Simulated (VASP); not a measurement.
## ZnS: single point with PBE

ZnS:

```xyz
2
Lattice="0.0000 2.5310 2.5310 2.5310 0.0000 2.5310 2.5310 2.5310 0.0000" Properties=species:S:1:pos:R:3 pbc="T T T"
Zn    0.0000    0.0000    0.0000
S     2.5310    2.5310    2.5310
```

```yaml
Program: VASP 6.6.1
Task: single point
Functional: PBE
Potentials_or_basis: VASP PAW PBE potentials, release 64 (Zn, S)
Cutoff: 520 eV
k_mesh: 6 × 6 × 6
Occupations: fermi-dirac, width 0.02 eV
Spin: no spin polarisation
```

```
Pressure               : 2.5 GPa
Band gap on the k mesh : zero (band 9 reaches 4.05 eV, above the bottom of band 10 at 3.77 eV)
```

Levels at points of the mesh, in eV from the Fermi level:
```csv
k point,band 7,band 8,band 9,band 10,band 11,band 12
"(0.00, 0.00, 0.00)",-0.63,-0.63,-0.63,1.95,9.04,9.04
"(0.50, 0.00, 0.00)",-5.40,-0.11,-0.11,3.86,5.56,5.56
"(0.50, 0.50, 0.00)",-5.34,-2.59,-2.59,-0.30,5.38,11.96
```

Wall time 5.1 s on 1 thread of Intel(R) Xeon(R) 6975P-C (Granite Rapids) (shared host), peak memory 0.15 GiB.
